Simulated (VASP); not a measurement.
Input of a VASP 6.6.1 run:

The input INCAR:

```
ALGO = Fast
EDIFF = 1E-6
ENCUT = 520
GGA = PE
ISIF = 2
ISMEAR = 0
LASPH = T
LCHARG = F
LREAL = F
LWAVE = F
NBANDS = 12
NELM = 60
PREC = Accurate
SIGMA = 0.15
```

The input KPOINTS:

```
k-points
0
Gamma
  20 20 20
```

Contents of POSCAR:

```
Ti
1.0
    0.0000000000      2.1092936548      2.1092936548
    2.1092936548      0.0000000000      2.1092936548
    2.1092936548      2.1092936548      0.0000000000
Ti
1
Direct
    0.0000000000      0.0000000000      0.0000000000
```

Potentials or basis: VASP PAW PBE potentials, release 64 (Ti_sv).

Command:

```sh
$ cat potpaw_PBE.64/Ti_sv/POTCAR > POTCAR
$ mpirun -np 1 vasp_std > vasp.out
```

What does it give for the band gap on the k mesh?

Zero (bands 6 and 7 overlap by 1.18 eV).

Predict the pressure.

-7.4 GPa.

Caveat: the cell stands under tension.
